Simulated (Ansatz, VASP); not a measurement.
# MgO in VASP and in Ansatz

File INCAR:

```
ALGO = Normal ; EDIFF = 1E-6
ENCUT = 600 ; GGA_COMPAT = False
ISIF = 2 ; ISMEAR = -1
LASPH = True ; LCHARG = False
LREAL = False ; LWAVE = False
NBANDS = 11 ; NELM = 120
PREC = Accurate ; SIGMA = 0.05
```

File KPOINTS:

```
k-points
0
Gamma
  15 15 15
```

POSCAR

```
MgO
1.0
    0.0000000000      1.9928686503      1.9928686503
    1.9928686503      0.0000000000      1.9928686503
    1.9928686503      1.9928686503      0.0000000000
Mg O
1 1
Direct
    0.0000000000      0.0000000000      0.0000000000
    0.5000000000      0.5000000000      0.5000000000
```

Input for Ansatz:

```yaml
crystal:
  lattice:
    - [0.0, 1.9928686503, 1.9928686503]
    - [1.9928686503, 0.0, 1.9928686503]
    - [1.9928686503, 1.9928686503, 0.0]
  atoms:
    - { symbol: Mg, position: [0.0, 0.0, 0.0] }
    - { symbol: O, position: [0.5, 0.5, 0.5] }
kpoints:
  mp_grid: { grid: [15, 15, 15] }
scf:
  occupations: { method: fermi_dirac, width: 0.05 }
hamiltonian:
  xc: lda
  pseudopotentials: { kind: all_electron, lapw: { basis_error: 0.001 } }
output:
  forces: true
  stress: true
  eigenvalues: true
  populations: true
```

Change from the starting cell: volume scaled by 0.88, LAPW.

Alike in both runs: task single point; functional LDA; k mesh 15 × 15 × 15; occupations fermi-dirac, width 0.05 eV; no spin polarisation.

|  | VASP | Ansatz |
| --- | --- | --- |
| version | VASP 6.6.1 | Ansatz 0.2.0 |
| potentials or method | VASP PAW LDA potentials, release 64 (Mg, O), cutoff 600 eV | all-electron LAPW, scalar-relativistic |

Ansatz gave:

* gap on the k mesh at the Fermi level (eV): 6.45
* pressure (GPa): 29.1

What did VASP give for the same quantities?

gap on the k mesh at the Fermi level (eV): 6.45; pressure (GPa): 26.7.

LDA's correlation is that of Perdew and Zunger in VASP and of Perdew and Wang (1992) in Ansatz. Ansatz ran all-electron here, and VASP with PAW potentials.
